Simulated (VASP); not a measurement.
Set up this calculation in VASP 6.6.1, as the native input.

- Task: single point
- Functional: PBEsol
- Potentials or basis: VASP PAW PBE potentials, release 64 (Al, O)
- Cutoff: 520 eV
- k mesh: 6 × 6 × 6, shifted
- Occupations: gaussian, width 0.01 eV
- Spin: no spin polarisation
- Dipole correction: no
- Further INCAR settings: ALGO = Normal; EDIFF = 1e-07; NBANDS = 35

The structure of Al2O3 (Corundum) lies in POSCAR:

```
Al2O3
1.0
    5.1302230000      0.0000000000      0.0000000000
    2.9215121026      4.2171026860      0.0000000000
    2.9215121026      1.5301442954      3.9297090859
Al O
4 6
Direct
    0.3521600000      0.3521600000      0.3521600000
    0.1478400000      0.1478400000      0.1478400000
    0.6478400000      0.6478400000      0.6478400000
    0.8521600000      0.8521600000      0.8521600000
    0.5566800000      0.9433200000      0.2500000000
    0.2500000000      0.5566800000      0.9433200000
    0.9433200000      0.2500000000      0.5566800000
    0.4433200000      0.0566800000      0.7500000000
    0.7500000000      0.4433200000      0.0566800000
    0.0566800000      0.7500000000      0.4433200000
```

The input as run:

INCAR

```
SYSTEM = Al2O3
ALGO     = Normal         ! electronic algorithm
EDIFF    = 1E-7           ! SCF threshold, eV
ENCUT    = 520            ! plane-wave cutoff, eV
GGA      = PS             ! functional
ISIF     = 2              ! what is computed and relaxed
ISMEAR   = 0              ! smearing method
LASPH    = .TRUE.         ! aspherical terms in the spheres
LCHARG   = .FALSE.        ! write CHGCAR
LREAL    = .FALSE.        ! projectors in reciprocal space
LWAVE    = .FALSE.        ! write WAVECAR
NBANDS   = 35             ! bands
NELM     = 80             ! most SCF steps
PREC     = Accurate       ! precision mode
SIGMA    = 0.01           ! smearing width, eV
```

KPOINTS

```
Automatic mesh
0
Gamma
  6 6 6
  0.5 0.5 0.5
```

Potentials or basis: VASP PAW PBE potentials, release 64 (Al, O).

Launch:

```bash
$ cat potpaw_PBE.64/Al/POTCAR potpaw_PBE.64/O/POTCAR > POTCAR
$ mpirun -np 1 vasp_std > vasp.out
```

Results of the run:

```
Pressure               : 1.8 GPa
Largest force          : 0.087 eV/Å
Band gap on the k mesh : 6.31 eV, direct
```

Caveat: the PAW data sets were made with another functional, which shifts forces and pressure a little.

It used 280 s of CPU time on 1 thread of AMD EPYC 7R13 Processor (Zen 3), with other jobs on the host.
